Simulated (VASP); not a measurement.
Here is a VASP 6.6.1 calculation.

Contents of INCAR:

```
SYSTEM = InAs2
PREC = Accurate
ENCUT = 520
EDIFF = 1E-6
ISMEAR = 0
SIGMA = 0.1
LREAL = .FALSE.
LASPH = .TRUE.
NELM = 100
ALGO = Normal
ISIF = 2
LWAVE = .FALSE.
LCHARG = .FALSE.
GGA = PE
NBANDS = 18
```

File KPOINTS:

```
Automatic mesh
0
G
  4 4 4
  0 0 0
```

The input POSCAR:

```
InAs2
1.0
    0.0000000000      3.5140095400      3.5140095400
    3.5140095400      0.0000000000      3.5140095400
    3.5140095400      3.5140095400      0.0000000000
In As
1 2
Direct
    0.0000000000      0.0000000000      0.0000000000
    0.2500000000      0.2500000000      0.2500000000
    0.7500000000      0.7500000000      0.7500000000
```

Potentials or basis: VASP PAW PBE potentials, release 64 (In_d, As).

The run is started by

```console
$ cat potpaw_PBE.64/In_d/POTCAR potpaw_PBE.64/As/POTCAR > POTCAR
$ mpirun -np 1 vasp_std > vasp.out
```

Question: What does it give for the band gap on the k mesh?

Answer: Zero (an odd number of electrons rules out a gap without spin polarisation).

Question: Predict the pressure.

Answer: -6.0 GPa.

Caveat: the k points lie up to 0.39 Å⁻¹ apart, too coarse for converged energies and pressures of a metal; spin-orbit coupling is left out, which moves the levels of the heavy elements.
